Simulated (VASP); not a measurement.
KTaO3:

```
CELL_PARAMETERS angstrom
3.98830 0.00000 0.00000
0.00000 3.98830 0.00000
0.00000 0.00000 3.98830
ATOMIC_POSITIONS crystal
Ta 0.00000 0.00000 0.00000
K 0.50000 0.50000 0.50000
O 0.00000 0.00000 0.50000
O 0.00000 0.50000 0.00000
O 0.50000 0.00000 0.00000
```

Base run:

```yaml
Program: VASP 6.6.1
Functional: LDA
Potentials_or_basis: VASP PAW LDA potentials, release 64 (Ta_sv_GW, K_sv, O)
Cutoff: 700 eV
k_mesh: 7 × 7 × 7
Occupations: fermi-dirac, width 0.05 eV
Spin: no spin polarisation
```

Its results: band gap on the k mesh 2.11 eV (least direct gap 2.67 eV); pressure -5.0 GPa.

Problem. The run is repeated on the same cell with these changes: potentials or basis from VASP PAW LDA potentials, release 64 (Ta_sv_GW, K_sv, O) to VASP PAW LDA potentials, release 64 (Ta_pv, K_sv, O); cutoff from 700 eV to 520 eV; further incar settings from ALGO = Normal; EDIFF = 1e-06; NBANDS = 28 to ALGO = Normal; EDIFF = 1e-07; NBANDS = 27; valence electrons from 40 to 38. What comes out?

Solution. Band gap on the k mesh 2.08 eV (least direct gap 2.65 eV); pressure -4.4 GPa.

Caveats: the cell stands under tension; spin-orbit coupling is left out, which moves the levels of the heavy elements; an odd mesh through Γ misses points on the zone boundary, where band edges can lie.
